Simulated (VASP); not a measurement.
# AgI (P6_3mc) in VASP: further runs, part 2 of 2

VASP 6.6.1. Earlier steps stand in the parts before.

## 4. Single point, PBE (34.25 Å³/atom)

This run uses another cell than the first one, of 34.25 Å³/atom.

Input file INCAR:

```
PREC = Accurate
ENCUT = 500
EDIFF = 1E-6
ISMEAR = 0
SIGMA = 0.02
LREAL = False
LASPH = True
NELM = 120
ALGO = Normal
ISIF = 2
LWAVE = False
LCHARG = True
GGA = PE
LELF = True
LVHAR = True
NBANDS = 26
GGA_COMPAT = False
```

Input file KPOINTS:

```
Automatic mesh
0
Gamma
  6 6 4
```

Input file POSCAR:

```
AgI
1.0
    4.5902071213      0.0000000000      0.0000000000
   -2.2951035607      3.9752359757      0.0000000000
    0.0000000000      0.0000000000      7.5079914184
Ag I
2 2
Direct
    0.6666666667      0.3333333333      0.6276573162
    0.3333333333      0.6666666667      0.1276573162
    0.6666666667      0.3333333333      0.0023426838
    0.3333333333      0.6666666667      0.5023426838
```

Potentials or basis: VASP PAW PBE potentials, release 64 (Ag, I).

On the command line:

```bash
cat potpaw_PBE.64/Ag/POTCAR potpaw_PBE.64/I/POTCAR > POTCAR
mpirun -np 1 vasp_std > vasp.out
```

OUTCAR:

```text
PREC = Accurate
   ENCUT = 500
   EDIFF = 1E-6
   ISMEAR = 0
   LREAL = False
   LASPH = True
   NELM = 120
   ISIF = 2
   GGA = PE

 ion  position               nearest neighbor table
   1  0.667  0.333  0.628-   4 2.81   4 2.81   4 2.81   3 2.81
   2  0.333  0.667  0.128-   3 2.81   3 2.81   3 2.81   4 2.81
   3  0.667  0.333  0.002-   2 2.81   2 2.81   2 2.81   1 2.81
   4  0.333  0.667  0.502-   1 2.81   1 2.81   1 2.81   2 2.81

  LATTYP: Found a hexagonal cell.
 ALAT       =     4.5902071213
 C/A-ratio  =     1.6356541698

  Lattice vectors:

 A1 = (   4.5902071213,   0.0000000000,   0.0000000000)
 A2 = (  -2.2951035607,   3.9752359757,   0.0000000000)
 A3 = (   0.0000000000,   0.0000000000,   7.5079914184)

Analysis of symmetry for initial positions (statically):
=====================================================================
 Subroutine PRICEL returns:
 Original cell was already a primitive cell.

 Routine SETGRP: Setting up the symmetry group for a
 hexagonal supercell.

 Subroutine GETGRP returns: Found 12 space group operations
 (whereof  6 operations were pure point group operations)
 out of a pool of 24 trial point group operations.

The static configuration has the point symmetry C_3v.
 The point group associated with its full space group is C_6v.

Analysis of symmetry for dynamics (positions and initial velocities):
=====================================================================
 Subroutine PRICEL returns:
 Original cell was already a primitive cell.

 Routine SETGRP: Setting up the symmetry group for a
 hexagonal supercell.

 Subroutine GETGRP returns: Found 12 space group operations
 (whereof  6 operations were pure point group operations)
 out of a pool of 24 trial point group operations.

The dynamic configuration has the point symmetry C_3v.
 The point group associated with its full space group is C_6v.

 Subroutine INISYM returns: Found 12 space group operations
 (whereof  6 operations are pure point group operations),
 and found     1 'primitive' translations

----------------------------------------------------------------------------------------

                                     Primitive cell

  volume of cell :     136.9995

  direct lattice vectors                    reciprocal lattice vectors
     4.590207121  0.000000000  0.000000000     0.217855093  0.125778697  0.000000000
    -2.295103561  3.975235976  0.000000000     0.000000000  0.251557393  0.000000000
     0.000000000  0.000000000  7.507991418     0.000000000  0.000000000  0.133191415

  length of vectors
     4.590207121  4.590207121  7.507991418     0.251557393  0.251557393  0.133191415

  position of ions in fractional coordinates (direct lattice)
     0.666666667  0.333333333  0.627657316
     0.333333333  0.666666667  0.127657316
     0.666666667  0.333333333  0.002342684
     0.333333333  0.666666667  0.502342684

  ion indices of the primitive-cell ions
   primitive index   ion index
                 1           1
                 2           2
                 3           3
                 4           4

----------------------------------------------------------------------------------------

 KPOINTS: Automatic mesh

Automatic generation of k-mesh.
 Grid dimensions read from file:
 generate k-points for:    6    6    4

 Generating k-lattice:

  Cartesian coordinates                     Fractional coordinates (reciprocal lattice)
     0.036309182  0.020963116  0.000000000     0.166666667  0.000000000  0.000000000
     0.000000000  0.041926232  0.000000000     0.000000000  0.166666667  0.000000000
     0.000000000  0.000000000  0.033297854     0.000000000  0.000000000  0.250000000

  Length of vectors
     0.041926232  0.041926232  0.033297854

  Shift w.r.t. Gamma in fractional coordinates (k-lattice)
     0.000000000  0.000000000  0.000000000

 Subroutine IBZKPT returns following result:
 ===========================================

 Found     21 irreducible k-points:

 Following reciprocal coordinates:
            Coordinates               Weight
  0.000000  0.000000  0.000000      1.000000
  0.166667 -0.000000  0.000000      6.000000
  0.333333  0.000000  0.000000      6.000000
  0.500000 -0.000000  0.000000      3.000000
  0.166667  0.166667  0.000000      6.000000
  0.333333  0.166667  0.000000     12.000000
[... 13 lines left out ...]
  0.333333  0.166667  0.500000     12.000000
  0.333333  0.333333  0.500000      2.000000
   k-points           NKPTS =     21   k-points in BZ     NKDIM =     21   number of bands    NBANDS=     26
   number of dos      NEDOS =    301   number of ions     NIONS =      4
   total plane-waves  NPLWV =  72576
   dimension x,y,z NGX =    36 NGY =   36 NGZ =   56
   dimension x,y,z NGXF=    72 NGYF=   72 NGZF=  112
   ions per type =               2   2
   NGX,Y,Z   is equivalent  to a cutoff of  13.04, 13.04, 12.40 a.u.
   NGXF,Y,Z  is equivalent  to a cutoff of  26.08, 26.08, 24.80 a.u.
 SYSTEM =  unknown system
   PREC   = accura    normal or accurate (medium, high low for compatibility)
   ISTART =      0    job   : 0-new  1-cont  2-samecut
   ICHARG =      2    charge: 1-file 2-atom 10-const
   ISPIN  =      1    spin polarized calculation?
   LNONCOLLINEAR =      F non collinear calculations
   LSORBIT =      F    spin-orbit coupling
   LASPH  =      T    aspherical Exc in radial PAW
   ENCUT  =  500.0 eV  36.75 Ry    6.06 a.u.   8.37  8.37 13.69*2*pi/ulx,y,z
   NELM   =    120;   NELMIN=  2; NELMDL= -5     # of ELM steps
   EDIFF  = 0.1E-05   stopping-criterion for ELM
   LREAL  =      F    real-space projection
   EDIFFG = 0.1E-04   stopping-criterion for IOM
   NSW    =      0    number of steps for IOM
   IBRION =     -1    ionic relax: 0-MD 1-quasi-New 2-CG
   NFREE  =      0    steps in history (QN), initial steepest desc. (CG)
   ISIF   =      2    stress and relaxation
   ISYM   =      2    0-nonsym 1-usesym 2-fastsym
   POTIM  = 0.5000    time-step for ionic-motion
   TEBEG  =    0.0;   TEEND  =   0.0 temperature during run
   PSTRESS=    0.0 pullay stress
   NELECT =      36.0000    total number of electrons
   NUPDOWN=      -1.0000    fix difference up-down
   EMIN   =  10.00;   EMAX   =-10.00  energy-range for DOS
   EFERMI =   0.00;   METHOD = LEGACY
   ISMEAR =     0;   SIGMA  =   0.02  broadening in eV -4-tet -1-fermi 0-gaus
   EFERMI_NEDOS =   21; number of points for ismear=-14 and -15
   IALGO  =     38    algorithm
   IMIX   =      4    mixing-type and parameters
     AMIX     =   0.40;   BMIX     =  1.00
     AMIX_MAG =   1.60;   BMIX_MAG =  1.00
  volume/ion in A,a.u.               =      34.25       231.13
  Fermi-wavevector in a.u.,A,eV,Ry     =   1.048583  1.981534 14.959954  1.099526
  Thomas-Fermi vector in A             =   2.183510
   LORBIT       =      0    0 simple, 1 ext, 2 COOP (PROOUT), +10 PAW based schemes
   GGA     = PE    functional components
   LHFCALC =     F    Hartree Fock is set to
   AEXX    =    0.0000 exact exchange contribution
   IVDW    =     0    specifies the selected vdW correction
   LEPSILON=     F    determine dielectric tensor
   LRPA    =     F    only Hartree local field effects (RPA)
 non-spin polarized calculation
 Gauss-broadening in eV      SIGMA  =   0.02
  energy-cutoff  :      500.00
  volume of cell :      137.00
 maximum number of plane-waves:      3520
 NGX is ok and might be reduce to    36
   NGX = 17   NGY = 17   NGZ = 27

 number of electron      36.0000007 magnetization

 Free energy of the ion-electron system (eV)
  ---------------------------------------------------
  ext. energy  EPLUGINS =         0.00000000
  ---------------------------------------------------
  free energy    TOTEN  =        -9.53493873 eV

  energy without entropy =       -9.53493873  energy(sigma->0) =       -9.53493873

 E-fermi :   3.2225     XC(G=0):  -8.4254

 val. band max:        3.1321281774   @ k =   0.0000   0.0000   0.0000
 cond. band min:       4.5026968728   @ k =   0.0000   0.0000   0.0000
 fundamental gap:      1.3705686955
 Fermi energy:         3.2225429936

 k-point     1 :       0.0000    0.0000    0.0000
  band No.  band energies     occupation
      1      -9.6746      2.00000
      2      -9.3821      2.00000
      3      -1.0712      2.00000
      4      -1.0659      2.00000
      5      -1.0659      2.00000
      6      -1.0066      2.00000
[... 598 lines left out ...]
     25      11.3220      0.00000
     26      11.3221      0.00000

------------------------ aborting loop because EDIFF is reached ----------------------------------------

  FORCE on cell =-STRESS in cart. coord.  units (eV):
  Direction    XX          YY          ZZ          XY          YZ          ZX
  --------------------------------------------------------------------------------------
  -------------------------------------------------------------------------------------
  Total        1.5422663      1.5422663      1.5663440     -0.0000000     -0.0000000     -0.0000000
  in kB       18.0364470     18.0364470     18.3180296     -0.0000000     -0.0000000     -0.0000000
  external PRESSURE =      18.1303079 kB  Pullay stress =       0.0000000 kB

 VOLUME and BASIS-vectors are now :
 -----------------------------------------------------------------------------
  energy-cutoff  :      500.00
  volume of cell :      137.00
      direct lattice vectors                 reciprocal lattice vectors
     4.590207121  0.000000000  0.000000000     0.217855093  0.125778697  0.000000000
    -2.295103561  3.975235976  0.000000000     0.000000000  0.251557393  0.000000000
     0.000000000  0.000000000  7.507991418     0.000000000  0.000000000  0.133191415

 POSITION                                       TOTAL-FORCE (eV/Angst)
 -----------------------------------------------------------------------------------
      2.29510      1.32508      4.71245         0.000000     -0.000000      0.002013
     -0.00000      2.65016      0.95845        -0.000000     -0.000000      0.002013
      2.29510      1.32508      0.01759        -0.000000      0.000000     -0.002013
     -0.00000      2.65016      3.77158         0.000000     -0.000000     -0.002013
 -----------------------------------------------------------------------------------
    total drift:                               -0.000000     -0.000000      0.000626

  FREE ENERGIE OF THE ION-ELECTRON SYSTEM (eV)
  ---------------------------------------------------
  free  energy   TOTEN  =        -9.5349387284 eV

  energy  without entropy=       -9.5349387284  energy(sigma->0) =       -9.53493873
```

OSZICAR:

```text
N       E                     dE             d eps       ncg     rms          rms(c)
DAV:   1     0.201833589313E+03    0.20183E+03   -0.15298E+04  1092   0.116E+03
DAV:   2     0.469258867312E+00   -0.20136E+03   -0.19389E+03  1224   0.235E+02
DAV:   3    -0.952797791701E+01   -0.99972E+01   -0.99414E+01  1286   0.514E+01
DAV:   4    -0.971345084296E+01   -0.18547E+00   -0.18539E+00  1372   0.685E+00
DAV:   5    -0.971472771842E+01   -0.12769E-02   -0.12768E-02  1276   0.662E-01    0.736E+00
DAV:   6    -0.953352837238E+01    0.18120E+00   -0.61950E-01  1124   0.859E+00    0.543E+00
DAV:   7    -0.953474209831E+01   -0.12137E-02   -0.15242E-01  1138   0.177E+00    0.195E+00
DAV:   8    -0.953460117669E+01    0.14092E-03   -0.90363E-03  1172   0.866E-01    0.435E-01
DAV:   9    -0.953482443023E+01   -0.22325E-03   -0.23484E-03  1192   0.412E-01    0.924E-02
DAV:  10    -0.953488208173E+01   -0.57652E-04   -0.15752E-04  1226   0.137E-01    0.302E-02
DAV:  11    -0.953493748525E+01   -0.55404E-04   -0.91436E-05  1116   0.589E-02    0.321E-02
DAV:  12    -0.953493501716E+01    0.24681E-05   -0.25764E-05  1250   0.557E-02    0.681E-03
DAV:  13    -0.953493896991E+01   -0.39527E-05   -0.12122E-05  1108   0.237E-02    0.119E-02
DAV:  14    -0.953493872837E+01    0.24154E-06   -0.70852E-07   916   0.448E-03
   1 F= -.95349387E+01 E0= -.95349387E+01  d E =-.208636E-12
```

Run time: 33 s. Hardware: 1 thread of Intel Xeon 6975P-C (Granite Rapids), shared host; peak memory 0.27 GiB.

What came out:

| Item | Value |
| --- | --- |
| Free energy | -9.5349 eV |
| Pressure | 1.8 GPa |
| Band gap on the k mesh | 1.37 eV |

Forces in eV/Å, atoms in the order of the input:
```
Ag   0.000  0.000  0.002
Ag   0.000  0.000  0.002
I    0.000  0.000 -0.002
I    0.000  0.000 -0.002
```

Caveat: spin-orbit coupling is left out, which moves the levels of the heavy elements.

## 5. Single point, PBE (35.34 Å³/atom)

This run uses another cell than the first one, of 35.34 Å³/atom.

Input file INCAR:

```
ALGO = Normal ; EDIFF = 1E-6
ENCUT = 500 ; GGA = PE
GGA_COMPAT = F ; ISIF = 2
ISMEAR = 0 ; LASPH = T
LCHARG = T ; LELF = T
LREAL = F ; LVHAR = T
LWAVE = F ; NBANDS = 26
NELM = 120 ; PREC = Accurate
SIGMA = 0.02
```

Input file KPOINTS:

```
k-points
0
Gamma
  6 6 4
```

Input file POSCAR:

```
AgI
1.0
    4.6385286420      0.0000000000      0.0000000000
   -2.3192643210      4.0170836402      0.0000000000
    0.0000000000      0.0000000000      7.5870287152
Ag I
2 2
Direct
    0.6666666667      0.3333333333      0.6276573162
    0.3333333333      0.6666666667      0.1276573162
    0.6666666667      0.3333333333      0.0023426838
    0.3333333333      0.6666666667      0.5023426838
```

On the command line:

```bash
cat potpaw_PBE.64/Ag/POTCAR potpaw_PBE.64/I/POTCAR > POTCAR
mpirun -np 1 vasp_std > vasp.out
```

Run time: 36 s. Hardware: 1 thread of Intel Xeon 6975P-C (Granite Rapids), shared host; peak memory 0.28 GiB.

It converged, with:

```
Free energy            : -9.5704 eV
Pressure               : 0.8 GPa
Band gap on the k mesh : 1.37 eV
```

Levels at points of the mesh, in eV from the valence-band top:
| k point | band 16 | band 17 | band 18 | band 19 | band 20 | band 21 |
| --- | --- | --- | --- | --- | --- | --- |
| (0.00, 0.00, 0.00) | -0.06 | 0.00 | 0.00 | 1.37 | 2.66 | 5.80 |
| (0.50, 0.00, 0.00) | -1.68 | -0.97 | -0.67 | 3.32 | 3.62 | 4.86 |
| (0.00, 0.00, 0.50) | -0.35 | -0.35 | -0.35 | 2.65 | 2.65 | 5.64 |
| (0.50, 0.00, 0.50) | -1.17 | -1.17 | -1.17 | 3.28 | 3.28 | 4.91 |

Caveat: spin-orbit coupling is left out, which moves the levels of the heavy elements.

## 6. Overview

| cell | gap on the mesh (eV) | pressure (GPa) |
| --- | --- | --- |
| a = 4.490, b = 4.490, c = 7.345 Å, angles 90.0, 90.0, 120.0°, 4 atoms | 1.38 | 4.6 |
| a = 4.541, b = 4.541, c = 7.427 Å, angles 90.0, 90.0, 120.0°, 4 atoms | 1.37 | 3.1 |
| a = 4.590, b = 4.590, c = 7.508 Å, angles 90.0, 90.0, 120.0°, 4 atoms | 1.37 | 1.8 |
| a = 4.639, b = 4.639, c = 7.587 Å, angles 90.0, 90.0, 120.0°, 4 atoms | 1.37 | 0.8 |

Alike in all rows: task single point; level PBE; potentials or basis VASP PAW PBE potentials, release 64 (Ag, I); no spin polarisation; k mesh 6 × 6 × 4; cutoff (eV) 500; smearing gaussian 0.02 eV.

Caveats: spin-orbit coupling is left out, which moves the levels of the heavy elements; the cell stands under pressure (at least some runs).

Absolute energies hang on the potentials; compare differences alone.
